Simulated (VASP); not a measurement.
# Te2Mo in VASP: a series of runs

Te2Mo is run at these levels: r2SCAN; tasks: single point.

Everything below comes from runs of VASP 6.6.1. Logs are shortened: lines on timing, memory, paths and dates and some standing lists are left out, and cuts for length are marked.

**1. The cell of the first run**

The cell holds a slab with vacuum, 3 atoms: a = 3.560 Å, b = 3.560 Å, c = 16.122 Å, α = 90.00°, β = 90.00°, γ = 120.00°.

**2. Single point, r2SCAN (strain +0.000 along x and y, -0.080 along z)**

File POSCAR:

```
Te2Mo
1.0
    3.5602328140      0.0000000000      0.0000000000
   -1.7801164070      3.0832520603      0.0000000000
    0.0000000000      0.0000000000     16.1221331944
Te Mo
2 1
Direct
    0.3333333333      0.6666666667      0.8978554500
    0.3333333333      0.6666666667      0.1021445500
    0.0000000000      0.0000000000      0.0000000000
```

File INCAR.step1:

```
PREC     = Accurate       # precision mode
ENCUT    = 520            # plane-wave cutoff, eV
ISMEAR   = 0              # smearing method
SIGMA    = 0.05           # smearing width, eV
LREAL    = F              # projectors in reciprocal space
LASPH    = T              # aspherical terms in the spheres
NELM     = 60             # most SCF steps
NBANDS   = 20             # bands
GGA      = PE             # functional
ALGO     = Normal         # electronic algorithm
EDIFF    = 1E-4           # SCF threshold, eV
LWAVE    = T              # write WAVECAR
LCHARG   = F              # write CHGCAR
```

File INCAR.step2:

```
PREC     = Accurate       # precision mode
ENCUT    = 520            # plane-wave cutoff, eV
EDIFF    = 1E-6           # SCF threshold, eV
ISMEAR   = 0              # smearing method
SIGMA    = 0.05           # smearing width, eV
LREAL    = F              # projectors in reciprocal space
LASPH    = T              # aspherical terms in the spheres
NELM     = 60             # most SCF steps
ALGO     = Normal         # electronic algorithm
ISIF     = 2              # what is computed and relaxed
LWAVE    = F              # write WAVECAR
LCHARG   = T              # write CHGCAR
METAGGA  = R2SCAN         # meta-GGA
LMIXTAU  = T            
LELF     = T              # ELF
LVHAR    = T            
NBANDS   = 20             # bands
ISTART   = 1
```

File KPOINTS:

```
Automatic mesh
0
Gamma
  12 12 2
```

Potentials or basis: VASP PAW PBE potentials, release 64 (Te, Mo_sv).

Started as:

```bash
> cat potpaw_PBE.64/Te/POTCAR potpaw_PBE.64/Mo_sv/POTCAR > POTCAR
> cp INCAR.step1 INCAR
> mpirun -np 1 vasp_std > vasp.out
> cp INCAR.step2 INCAR
> mpirun -np 1 vasp_std > vasp.out
```

OUTCAR:

```text
PREC = Accurate
   ENCUT = 520
   EDIFF = 1E-6
   ISMEAR = 0
   LREAL = F
   LASPH = T
   NELM = 60
   ISIF = 2
   METAGGA = R2SCAN
   ISTART = 1

 ion  position               nearest neighbor table
   1  0.333  0.667  0.898-   3 2.63   3 2.63   3 2.63   2 3.29
   2  0.333  0.667  0.102-   3 2.63   3 2.63   3 2.63   1 3.29
   3  0.000  0.000  0.000-   1 2.63   2 2.63   1 2.63   2 2.63   1 2.63   2 2.63

  LATTYP: Found a hexagonal cell.
 ALAT       =     3.5602328140
 C/A-ratio  =     4.5283929554

  Lattice vectors:

 A1 = (   3.5602328140,   0.0000000000,   0.0000000000)
 A2 = (  -1.7801164070,   3.0832520603,   0.0000000000)
 A3 = (   0.0000000000,   0.0000000000,  16.1221331944)

Analysis of symmetry for initial positions (statically):
=====================================================================
 Subroutine PRICEL returns:
 Original cell was already a primitive cell.

 Routine SETGRP: Setting up the symmetry group for a
 hexagonal supercell.

 Subroutine GETGRP returns: Found 12 space group operations
 (whereof 12 operations were pure point group operations)
 out of a pool of 24 trial point group operations.

The static configuration has the point symmetry D_3h.

Analysis of symmetry for dynamics (positions and initial velocities):
=====================================================================
 Subroutine PRICEL returns:
 Original cell was already a primitive cell.

 Routine SETGRP: Setting up the symmetry group for a
 hexagonal supercell.

 Subroutine GETGRP returns: Found 12 space group operations
 (whereof 12 operations were pure point group operations)
 out of a pool of 24 trial point group operations.

The dynamic configuration has the point symmetry D_3h.

 Subroutine INISYM returns: Found 12 space group operations
 (whereof 12 operations are pure point group operations),
 and found     1 'primitive' translations

----------------------------------------------------------------------------------------

                                     Primitive cell

  volume of cell :     176.9742

  direct lattice vectors                    reciprocal lattice vectors
     3.560232814  0.000000000  0.000000000     0.280880508  0.162166437  0.000000000
    -1.780116407  3.083252060  0.000000000     0.000000000  0.324332873  0.000000000
     0.000000000  0.000000000 16.122133194     0.000000000  0.000000000  0.062026531

  length of vectors
     3.560232814  3.560232814 16.122133194     0.324332873  0.324332873  0.062026531

  position of ions in fractional coordinates (direct lattice)
     0.333333333  0.666666667  0.897855450
     0.333333333  0.666666667  0.102144550
     0.000000000  0.000000000  0.000000000

  ion indices of the primitive-cell ions
   primitive index   ion index
                 1           1
                 2           2
                 3           3

----------------------------------------------------------------------------------------

 KPOINTS: Automatic mesh

Automatic generation of k-mesh.
 Grid dimensions read from file:
 generate k-points for:   12   12    2

 Generating k-lattice:

  Cartesian coordinates                     Fractional coordinates (reciprocal lattice)
     0.023406709  0.013513870  0.000000000     0.083333333  0.000000000  0.000000000
     0.000000000  0.027027739  0.000000000     0.000000000  0.083333333  0.000000000
     0.000000000  0.000000000  0.031013266     0.000000000  0.000000000  0.500000000

  Length of vectors
     0.027027739  0.027027739  0.031013266

  Shift w.r.t. Gamma in fractional coordinates (k-lattice)
     0.000000000  0.000000000  0.000000000

 Subroutine IBZKPT returns following result:
 ===========================================

 Found     38 irreducible k-points:

 Following reciprocal coordinates:
            Coordinates               Weight
  0.000000  0.000000  0.000000      1.000000
  0.083333  0.000000  0.000000      6.000000
  0.166667  0.000000  0.000000      6.000000
  0.250000  0.000000  0.000000      6.000000
  0.333333  0.000000  0.000000      6.000000
  0.416667  0.000000  0.000000      6.000000
[... 16 lines left out ...]
  0.250000  0.000000  0.500000      6.000000
  0.333333  0.000000  0.500000      6.000000
 [... further k-points ...]
   k-points           NKPTS =     38   k-points in BZ     NKDIM =     38   number of bands    NBANDS=     20
   number of dos      NEDOS =    301   number of ions     NIONS =      3
   total plane-waves  NPLWV =  94080
   dimension x,y,z NGX =    28 NGY =   28 NGZ =  120
   dimension x,y,z NGXF=    56 NGYF=   56 NGZF=  240
   ions per type =               2   1
   NGX,Y,Z   is equivalent  to a cutoff of  13.07, 13.07, 12.37 a.u.
   NGXF,Y,Z  is equivalent  to a cutoff of  26.15, 26.15, 24.75 a.u.
 SYSTEM =  unknown system
   PREC   = accura    normal or accurate (medium, high low for compatibility)
   ISTART =      1    job   : 0-new  1-cont  2-samecut
   ICHARG =      0    charge: 1-file 2-atom 10-const
[... 43 lines left out ...]
   NGX = 13   NGY = 13   NGZ = 59

 number of electron      25.9999999 magnetization

 Free energy of the ion-electron system (eV)
  ---------------------------------------------------
  ext. energy  EPLUGINS =         0.00000000
  ---------------------------------------------------
  free energy    TOTEN  =       -77.43201763 eV

  energy without entropy =      -77.43201763  energy(sigma->0) =      -77.43201763

 E-fermi :   0.4917     XC(G=0):  -5.0626

 val. band max:        0.2129428062   @ k =   0.0000   0.0000   0.5000
 cond. band min:       1.0316061133   @ k =   0.3333   0.3333   0.5000
 fundamental gap:      0.8186633070
 Fermi energy:         0.4916668317

 k-point     1 :       0.0000    0.0000    0.0000
  band No.  band energies     occupation
      1     -62.2601      2.00000
      2     -35.7007      2.00000
      3     -35.6733      2.00000
      4     -35.6732      2.00000
      5     -13.2231      2.00000
      6     -11.6491      2.00000
[... 12 lines left out ...]
     19       5.9174      0.00000
     20       6.5344      0.00000

 k-point     2 :       0.0833    0.0000    0.0000
  band No.  band energies     occupation
      1     -62.2593      2.00000
      2     -35.6982      2.00000
      3     -35.6831      2.00000
      4     -35.6754      2.00000
      5     -13.1223      2.00000
      6     -11.5906      2.00000
[... 12 lines left out ...]
     19       6.0312      0.00000
     20       6.9413      0.00000

 k-point     3 :       0.1667    0.0000    0.0000
  band No.  band energies     occupation
      1     -62.2573      2.00000
      2     -35.7098      2.00000
      3     -35.6915      2.00000
      4     -35.6814      2.00000
      5     -12.8314      2.00000
      6     -11.4219      2.00000
[... 12 lines left out ...]
     19       6.3606      0.00000
     20       7.2639      0.00000

 k-point     4 :       0.2500    0.0000    0.0000
  band No.  band energies     occupation
      1     -62.2546      2.00000
      2     -35.7460      2.00000
      3     -35.6894      2.00000
      4     -35.6824      2.00000
      5     -12.3877      2.00000
      6     -11.1663      2.00000
[... 12 lines left out ...]
     19       6.8521      0.00000
     20       7.5091      0.00000

 k-point     5 :       0.3333    0.0000    0.0000
  band No.  band energies     occupation
      1     -62.2519      2.00000
      2     -35.7820      2.00000
      3     -35.6975      2.00000
      4     -35.6732      2.00000
      5     -11.8672      2.00000
      6     -10.8717      2.00000
[... 12 lines left out ...]
     19       7.0043      0.00000
     20       7.1144      0.00000
[... 353 lines left out ...]
      6     -11.5906      2.00000
[... 12 lines left out ...]
     19       5.7297      0.00000
     20       6.9895      0.00000

 k-point    22 :       0.1667    0.0000    0.5000
  band No.  band energies     occupation
      1     -62.2573      2.00000
      2     -35.7098      2.00000
      3     -35.6915      2.00000
      4     -35.6814      2.00000
      5     -12.8314      2.00000
      6     -11.4219      2.00000
[... 12 lines left out ...]
     19       6.0265      0.00000
     20       7.7429      0.00000

 k-point    23 :       0.2500    0.0000    0.5000
  band No.  band energies     occupation
      1     -62.2546      2.00000
      2     -35.7460      2.00000
      3     -35.6894      2.00000
      4     -35.6824      2.00000
      5     -12.3878      2.00000
      6     -11.1663      2.00000
[... 12 lines left out ...]
     19       6.4326      0.00000
     20       7.7893      0.00000

 k-point    24 :       0.3333    0.0000    0.5000
  band No.  band energies     occupation
      1     -62.2519      2.00000
      2     -35.7820      2.00000
      3     -35.6975      2.00000
      4     -35.6732      2.00000
      5     -11.8672      2.00000
      6     -10.8717      2.00000
[... 12 lines left out ...]
     19       6.9874      0.00000
     20       7.1478      0.00000

 [... further k-points ...]

------------------------ aborting loop because EDIFF is reached ----------------------------------------

  FORCE on cell =-STRESS in cart. coord.  units (eV):
  Direction    XX          YY          ZZ          XY          YZ          ZX
  --------------------------------------------------------------------------------------
  -------------------------------------------------------------------------------------
  Total        3.2593141      3.2593141      8.2452812     -0.0000000     -0.0000000      0.0000000
  in kB       29.5071229     29.5071229     74.6459276     -0.0000000     -0.0000000      0.0000000
  external PRESSURE =      44.5533912 kB  Pullay stress =       0.0000000 kB

 VOLUME and BASIS-vectors are now :
 -----------------------------------------------------------------------------
  energy-cutoff  :      520.00
  volume of cell :      176.97
      direct lattice vectors                 reciprocal lattice vectors
     3.560232814  0.000000000  0.000000000     0.280880508  0.162166437  0.000000000
    -1.780116407  3.083252060  0.000000000     0.000000000  0.324332873  0.000000000
     0.000000000  0.000000000 16.122133194     0.000000000  0.000000000  0.062026531

 POSITION                                       TOTAL-FORCE (eV/Angst)
 -----------------------------------------------------------------------------------
     -0.00000      2.05550     14.47535         0.000000      0.000000     -2.507339
     -0.00000      2.05550      1.64679         0.000000      0.000000      2.507339
      0.00000      0.00000      0.00000        -0.000000     -0.000000      0.000000
 -----------------------------------------------------------------------------------
    total drift:                                0.000002     -0.000001     -0.000000

  FREE ENERGIE OF THE ION-ELECTRON SYSTEM (eV)
  ---------------------------------------------------
  free  energy   TOTEN  =       -77.4320176268 eV

  energy  without entropy=      -77.4320176268  energy(sigma->0) =      -77.43201763
```

Wall time 4.8 min (1 thread of Intel Xeon 6975P-C (Granite Rapids), shared host); peak memory 0.41 GiB.

Results:

- Free energy: -77.4320 eV
- Largest force: 2.507 eV/Å
- Band gap on the k mesh: 0.82 eV, indirect (least direct gap 0.93 eV)

Forces in eV/Å, atoms in the order of the input:
```
Te   0.000  0.000 -2.507
Te   0.000  0.000  2.507
Mo   0.000  0.000  0.000
```

Caveat: the cell differs from its parent crystal (strain +0.000 along x and y, -0.080 along z); the PAW data sets were made with another functional, which shifts forces and pressure a little; spin-orbit coupling is left out, which moves the levels of the heavy elements.

**3. Single point, r2SCAN (strain -0.040 along x and y, +0.000 along z)**

File POSCAR:

```
Te2Mo
1.0
    3.4178235014      0.0000000000      0.0000000000
   -1.7089117507      2.9599219779      0.0000000000
    0.0000000000      0.0000000000     17.5240578200
Te Mo
2 1
Direct
    0.3333333333      0.6666666667      0.8978554500
    0.3333333333      0.6666666667      0.1021445500
    0.0000000000      0.0000000000      0.0000000000
```

File INCAR.step1:

```
ALGO = Normal ; EDIFF = 1E-4
ENCUT = 520 ; GGA = PE
ISMEAR = 0 ; LASPH = T
LCHARG = F ; LREAL = F
LWAVE = T ; NBANDS = 20
NELM = 100 ; PREC = Accurate
SIGMA = 0.05
```

File INCAR.step2:

```
ALGO = Normal ; EDIFF = 1E-7
ENCUT = 520 ; ISIF = 2
ISMEAR = 0 ; ISTART = 1
LASPH = T ; LCHARG = F
LMIXTAU = T ; LREAL = F
LWAVE = F ; METAGGA = R2SCAN
NBANDS = 20 ; NELM = 100
PREC = Accurate ; SIGMA = 0.05
```

File KPOINTS:

```
k-points
0
Gamma
  12 12 2
```

Potentials or basis: VASP PAW PBE potentials, release 64 (Te, Mo_sv).

Started as:

```bash
> cat potpaw_PBE.64/Te/POTCAR potpaw_PBE.64/Mo_sv/POTCAR > POTCAR
> cp INCAR.step1 INCAR
> mpirun -np 1 vasp_std > vasp.out
> cp INCAR.step2 INCAR
> mpirun -np 1 vasp_std > vasp.out
```

It took 6.5 min on 1 thread of Intel Xeon 6975P-C (Granite Rapids), shared host; peak memory 0.44 GiB.

It converged, with:

| Item | Value |
| --- | --- |
| Free energy | -77.5927 eV |
| Largest force | 0.860 eV/Å |
| Band gap on the k mesh | 1.45 eV, indirect (the least direct gap lies 4.2 meV higher) |

Forces in eV/Å, atoms in the order of the input:
```
Te   0.000  0.000 -0.860
Te   0.000  0.000  0.860
Mo   0.000  0.000  0.000
```

Levels at points of the mesh, in eV from the valence-band top:
| k point | band 10 | band 11 | band 12 | band 13 | band 14 | band 15 | band 16 | band 17 |
| --- | --- | --- | --- | --- | --- | --- | --- | --- |
| (0.00, 0.00, 0.00) | -1.78 | -0.89 | -0.89 | -0.73 | 3.72 | 3.72 | 4.08 | 4.08 |
| (0.50, 0.00, 0.00) | -2.55 | -1.94 | -0.89 | -0.16 | 1.80 | 2.11 | 3.80 | 4.25 |
| (0.00, 0.00, 0.50) | -1.78 | -0.89 | -0.89 | -0.73 | 3.72 | 3.72 | 4.08 | 4.08 |
| (0.50, 0.00, 0.50) | -2.55 | -1.94 | -0.89 | -0.16 | 1.80 | 2.11 | 3.80 | 4.25 |

Caveat: the cell differs from its parent crystal (strain -0.040 along x and y, +0.000 along z); the PAW data sets were made with another functional, which shifts forces and pressure a little; spin-orbit coupling is left out, which moves the levels of the heavy elements.

**4. Single point, r2SCAN (strain +0.000 along x and y, -0.040 along z)**

File POSCAR:

```
Te2Mo
1.0
    3.5602328140      0.0000000000      0.0000000000
   -1.7801164070      3.0832520603      0.0000000000
    0.0000000000      0.0000000000     16.8230955072
Te Mo
2 1
Direct
    0.3333333333      0.6666666667      0.8978554500
    0.3333333333      0.6666666667      0.1021445500
    0.0000000000      0.0000000000      0.0000000000
```

File INCAR.step1:

```
PREC     = Accurate       # precision mode
ENCUT    = 520            # plane-wave cutoff, eV
ISMEAR   = 0              # smearing method
SIGMA    = 0.05           # smearing width, eV
LREAL    = F              # projectors in reciprocal space
LASPH    = T              # aspherical terms in the spheres
NELM     = 60             # most SCF steps
NBANDS   = 20             # bands
GGA      = PE             # functional
ALGO     = Normal         # electronic algorithm
EDIFF    = 1E-4           # SCF threshold, eV
LWAVE    = T              # write WAVECAR
LCHARG   = F              # write CHGCAR
```

File INCAR.step2:

```
PREC     = Accurate       # precision mode
ENCUT    = 520            # plane-wave cutoff, eV
EDIFF    = 1E-6           # SCF threshold, eV
ISMEAR   = 0              # smearing method
SIGMA    = 0.05           # smearing width, eV
LREAL    = F              # projectors in reciprocal space
LASPH    = T              # aspherical terms in the spheres
NELM     = 60             # most SCF steps
ALGO     = Normal         # electronic algorithm
ISIF     = 2              # what is computed and relaxed
LWAVE    = F              # write WAVECAR
LCHARG   = T              # write CHGCAR
METAGGA  = R2SCAN         # meta-GGA
LMIXTAU  = T            
LELF     = T              # ELF
LVHAR    = T            
NBANDS   = 20             # bands
ISTART   = 1
```

File KPOINTS:

```
Automatic mesh
0
Gamma
  12 12 2
```

Started as:

```bash
> cat potpaw_PBE.64/Te/POTCAR potpaw_PBE.64/Mo_sv/POTCAR > POTCAR
> cp INCAR.step1 INCAR
> mpirun -np 1 vasp_std > vasp.out
> cp INCAR.step2 INCAR
> mpirun -np 1 vasp_std > vasp.out
```

It took 5.2 min on 1 thread of Intel Xeon 6975P-C (Granite Rapids), shared host; peak memory 0.42 GiB.

Results (log left out):

| Property | Result |
| --- | --- |
| Free energy | -77.6904 eV |
| Largest force | 1.148 eV/Å |
| Band gap on the k mesh | 1.04 eV, direct |

Forces on the atoms (eV/Å):
```
Te   0.000  0.000 -1.148
Te   0.000  0.000  1.148
Mo   0.000  0.000  0.000
```

Levels at points of the mesh, in eV from the valence-band top:
```csv
k point,band 9,band 10,band 11,band 12,band 13,band 14,band 15,band 16,band 17,band 18
"(0.00, 0.00, 0.00)",-2.07,-1.44,-1.14,-1.14,-0.17,3.31,3.31,3.73,3.73,4.94
"(0.50, 0.00, 0.00)",-3.59,-2.63,-1.46,-0.70,-0.56,1.48,1.90,3.85,4.21,4.50
"(0.00, 0.00, 0.50)",-2.07,-1.44,-1.14,-1.14,-0.17,3.31,3.31,3.73,3.73,5.12
"(0.50, 0.00, 0.50)",-3.59,-2.63,-1.46,-0.70,-0.56,1.48,1.90,3.85,4.21,4.50
```

Caveat: the cell differs from its parent crystal (strain +0.000 along x and y, -0.040 along z); the PAW data sets were made with another functional, which shifts forces and pressure a little; spin-orbit coupling is left out, which moves the levels of the heavy elements.

**5. Summary**

| cell | gap on the mesh (eV) | largest force (eV/Å) |
| --- | --- | --- |
| a = 3.560, b = 3.560, c = 16.122 Å, angles 90.0, 90.0, 120.0°, 3 atoms | 0.82 | 2.51 |
| a = 3.418, b = 3.418, c = 17.524 Å, angles 90.0, 90.0, 120.0°, 3 atoms | 1.45 | 0.86 |
| a = 3.560, b = 3.560, c = 16.823 Å, angles 90.0, 90.0, 120.0°, 3 atoms | 1.04 | 1.15 |

Alike in all rows: task single point; level r2SCAN; potentials or basis VASP PAW PBE potentials, release 64 (Te, Mo_sv); no spin polarisation; k mesh 12 × 12 × 2; cutoff (eV) 520; smearing gaussian 0.05 eV.

Caveats: the PAW data sets were made with another functional, which shifts forces and pressure a little; spin-orbit coupling is left out, which moves the levels of the heavy elements.

Total energies depend on the potentials used, so only differences within one code and one set of settings carry meaning.
